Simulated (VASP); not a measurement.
# CsI (P4/mmm) in VASP: a series of runs, part 2 of 2

VASP 6.6.1. The steps go on from the part before.

**3. Single point, PBE (strain +0.0050 x Voigt [0, 0, 1, 0, 0, 0])**

The input, INCAR:

```
PREC = Accurate
ENCUT = 500
EDIFF = 1E-6
ISMEAR = 0
SIGMA = 0.05
LREAL = F
LASPH = T
NELM = 120
ALGO = Normal
ISIF = 2
LWAVE = F
LCHARG = F
GGA = PE
NBANDS = 15
GGA_COMPAT = F
```

The input, KPOINTS:

```
regular mesh
0
Gamma
  6 6 6
```

The input, POSCAR:

```
CsI
1.0
    4.5667000000      0.0000000000      0.0000000000
    0.0000000000      4.5667000000      0.0000000000
    0.0000000000      0.0000000000      4.5895335000
Cs I
1 1
Direct
    0.0000000000      0.0000000000      0.0000000000
    0.5000000000      0.5000000000      0.5000000000
```

Potentials or basis: VASP PAW PBE potentials, release 64 (Cs_sv, I).

On the command line:

```sh
cat potpaw_PBE.64/Cs_sv/POTCAR potpaw_PBE.64/I/POTCAR > POTCAR
mpirun -np 1 vasp_std > vasp.out
```

OUTCAR:

```text
PREC = Accurate
   ENCUT = 500
   EDIFF = 1E-6
   ISMEAR = 0
   LREAL = F
   LASPH = T
   NELM = 120
   ISIF = 2
   GGA = PE

 ion  position               nearest neighbor table
   1  0.000  0.000  0.000-
   2  0.500  0.500  0.500-

  LATTYP: Found a simple tetragonal cell.
 ALAT       =     4.5667000000
 C/A-ratio  =     1.0050000000

  Lattice vectors:

 A1 = (   4.5667000000,   0.0000000000,   0.0000000000)
 A2 = (   0.0000000000,   4.5667000000,   0.0000000000)
 A3 = (   0.0000000000,   0.0000000000,   4.5895335000)

Analysis of symmetry for initial positions (statically):
=====================================================================
 Subroutine PRICEL returns:
 Original cell was already a primitive cell.

 Routine SETGRP: Setting up the symmetry group for a
 simple tetragonal supercell.

 Subroutine GETGRP returns: Found 16 space group operations
 (whereof 16 operations were pure point group operations)
 out of a pool of 16 trial point group operations.

The static configuration has the point symmetry D_4h.

Analysis of symmetry for dynamics (positions and initial velocities):
=====================================================================
 Subroutine PRICEL returns:
 Original cell was already a primitive cell.

 Routine SETGRP: Setting up the symmetry group for a
 simple tetragonal supercell.

 Subroutine GETGRP returns: Found 16 space group operations
 (whereof 16 operations were pure point group operations)
 out of a pool of 16 trial point group operations.

The dynamic configuration has the point symmetry D_4h.

 Subroutine INISYM returns: Found 16 space group operations
 (whereof 16 operations are pure point group operations),
 and found     1 'primitive' translations

----------------------------------------------------------------------------------------

                                     Primitive cell

[... 118 lines left out ...]
   IVDW    =     0    specifies the selected vdW correction
   LEPSILON=     F    determine dielectric tensor
   LRPA    =     F    only Hartree local field effects (RPA)
 non-spin polarized calculation
 Gauss-broadening in eV      SIGMA  =   0.05
  energy-cutoff  :      500.00
  volume of cell :       95.71
 maximum number of plane-waves:      2469
 NGX is ok and might be reduce to    36
   NGX = 17   NGY = 17   NGZ = 17

 number of electron      16.0000003 magnetization

 Free energy of the ion-electron system (eV)
  ---------------------------------------------------
  ext. energy  EPLUGINS =         0.00000000
  ---------------------------------------------------
  free energy    TOTEN  =        -5.42944532 eV

  energy without entropy =       -5.42944532  energy(sigma->0) =       -5.42944532

 E-fermi :   1.0688     XC(G=0):  -7.7472

 val. band max:        0.7908263238   @ k =   0.5000   0.0000   0.5000
 cond. band min:       4.6426437079   @ k =   0.0000   0.0000   0.0000
 fundamental gap:      3.8518173840
 Fermi energy:         1.0687807346

 k-point     1 :       0.0000    0.0000    0.0000
  band No.  band energies     occupation
      1     -19.6133      2.00000
      2      -9.8661      2.00000
      3      -6.3182      2.00000
      4      -6.3125      2.00000
      5      -6.3125      2.00000
      6       0.6795      2.00000
      7       0.7017      2.00000
      8       0.7017      2.00000
      9       4.6426      0.00000
     10       4.9665      0.00000
     11       4.9778      0.00000
     12       8.5217      0.00000
     13       8.5217      0.00000
     14       8.5587      0.00000
[... 401 lines left out ...]
      2      -9.7473      2.00000
      3      -6.6172      2.00000
      4      -6.5693      2.00000
      5      -6.2220      2.00000
      6      -0.2561      2.00000
      7       0.0573      2.00000
      8       0.7276      2.00000
      9       5.3782      0.00000
     10       5.9892      0.00000
     11       7.2023      0.00000
     12       7.2239      0.00000
     13       8.4178      0.00000
     14       9.8179      0.00000
     15      10.1607      0.00000

 [... further k-points ...]

------------------------ aborting loop because EDIFF is reached ----------------------------------------

  FORCE on cell =-STRESS in cart. coord.  units (eV):
  Direction    XX          YY          ZZ          XY          YZ          ZX
  --------------------------------------------------------------------------------------
  -------------------------------------------------------------------------------------
  Total        0.4509589      0.4509589      0.3977360      0.0000000      0.0000000     -0.0000000
  in kB        7.5487324      7.5487324      6.6578188      0.0000000      0.0000000     -0.0000000
  external PRESSURE =       7.2517612 kB  Pullay stress =       0.0000000 kB

 VOLUME and BASIS-vectors are now :
 -----------------------------------------------------------------------------
  energy-cutoff  :      500.00
  volume of cell :       95.71
      direct lattice vectors                 reciprocal lattice vectors
     4.566700000  0.000000000  0.000000000     0.218976504  0.000000000  0.000000000
     0.000000000  4.566700000  0.000000000     0.000000000  0.218976504  0.000000000
     0.000000000  0.000000000  4.589533500     0.000000000  0.000000000  0.217887068

 POSITION                                       TOTAL-FORCE (eV/Angst)
 -----------------------------------------------------------------------------------
      0.00000      0.00000      0.00000         0.000000      0.000000      0.000000
      2.28335      2.28335      2.29477         0.000000      0.000000      0.000000
 -----------------------------------------------------------------------------------
    total drift:                               -0.000000      0.000000      0.000000

  FREE ENERGIE OF THE ION-ELECTRON SYSTEM (eV)
  ---------------------------------------------------
  free  energy   TOTEN  =        -5.4294453159 eV

  energy  without entropy=       -5.4294453159  energy(sigma->0) =       -5.42944532
```

stdout:

```text
POSCAR found type information on POSCAR CsI
 POSCAR found :  2 types and       2 ions
 scaLAPACK will be used
 LDA part: xc-table for (Slater+PW92), standard interpolation
 POSCAR, INCAR and KPOINTS ok, starting setup
 FFT: planning ... GRIDC
 FFT: planning ... GRID_SOFT
 FFT: planning ... GRID
 WAVECAR not read
 entering main loop
```

Wall time 67 s (1 thread of Intel Xeon 8259CL, shared host); peak memory 0.23 GiB.

What came out:

| Item | Value |
| --- | --- |
| Free energy | -5.4294 eV |
| Pressure | 0.7 GPa |
| Band gap on the k mesh | 3.85 eV (least direct gap 3.94 eV) |

Caveat: the cell differs from its parent crystal (strain +0.0050 x Voigt [0, 0, 1, 0, 0, 0]); spin-orbit coupling is left out, which moves the levels of the heavy elements.

**4. Single point, PBE (strain +0.0100 x Voigt [0, 0, 1, 0, 0, 0])**

The input, INCAR:

```
SYSTEM = CsI
ALGO = Normal ; EDIFF = 1E-6
ENCUT = 500 ; GGA = PE
GGA_COMPAT = .FALSE. ; ISIF = 2
ISMEAR = 0 ; LASPH = .TRUE.
LCHARG = .FALSE. ; LREAL = .FALSE.
LWAVE = .FALSE. ; NBANDS = 15
NELM = 120 ; PREC = Accurate
SIGMA = 0.05
```

The input, KPOINTS:

```
k-points
0
G
  6 6 6
  0 0 0
```

POSCAR: that of step 3 with these lines changed.

```diff
@@ -4,3 +4,3 @@
     0.0000000000      4.5667000000      0.0000000000
-    0.0000000000      0.0000000000      4.5895335000
+    0.0000000000      0.0000000000      4.6123670000
 Cs I
```

On the command line:

```sh
cat potpaw_PBE.64/Cs_sv/POTCAR potpaw_PBE.64/I/POTCAR > POTCAR
mpirun -np 1 vasp_std > vasp.out
```

Wall time 69 s (1 thread of Intel Xeon 8259CL, shared host); peak memory 0.23 GiB.

Results (log left out):

```
Free energy            : -5.4313 eV
Pressure               : 0.7 GPa
Band gap on the k mesh : 3.83 eV (least direct gap 3.92 eV)
```

Stress tensor (GPa, compression positive):
```
0.71 0.00 0.00
0.00 0.71 0.00
0.00 0.00 0.54
```

Levels at points of the mesh, in eV from the valence-band top:
| k point | band 5 | band 6 | band 7 | band 8 | band 9 | band 10 | band 11 | band 12 |
| --- | --- | --- | --- | --- | --- | --- | --- | --- |
| (0.00, 0.00, 0.00) | -7.12 | -0.13 | -0.09 | -0.09 | 3.83 | 4.17 | 4.19 | 7.70 |
| (0.50, 0.00, 0.00) | -7.05 | -1.55 | -0.29 | -0.23 | 5.20 | 6.43 | 6.69 | 6.81 |
| (0.50, 0.50, 0.00) | -7.02 | -0.87 | -0.87 | -0.04 | 4.24 | 4.86 | 6.03 | 6.03 |
| (0.00, 0.00, 0.50) | -7.06 | -1.55 | -0.24 | -0.24 | 5.17 | 6.42 | 6.63 | 6.82 |
| (0.50, 0.00, 0.50) | -7.02 | -0.88 | -0.85 | 0.00 | 4.22 | 4.93 | 6.10 | 6.12 |
| (0.50, 0.50, 0.50) | -7.35 | -1.30 | -1.30 | -1.29 | 7.10 | 7.14 | 7.14 | 7.75 |

Caveat: the cell differs from its parent crystal (strain +0.0100 x Voigt [0, 0, 1, 0, 0, 0]); spin-orbit coupling is left out, which moves the levels of the heavy elements. A k mesh can miss the band edges.

**5. The runs side by side**

```tsv
cell	gap on the mesh (eV)	pressure (GPa)
a = 4.567, b = 4.567, c = 4.544 Å, 2 atoms	3.88	0.9
a = 4.567, b = 4.567, c = 4.590 Å, 2 atoms	3.85	0.7
a = 4.567, b = 4.567, c = 4.612 Å, 2 atoms	3.83	0.7
```

Alike in all rows: task single point; level PBE; potentials or basis VASP PAW PBE potentials, release 64 (Cs_sv, I); no spin polarisation; k mesh 6 × 6 × 6; cutoff (eV) 500; smearing gaussian 0.05 eV.

Caveats: spin-orbit coupling is left out, which moves the levels of the heavy elements.

Total energies depend on the potentials used, so only differences within one code and one set of settings carry meaning.
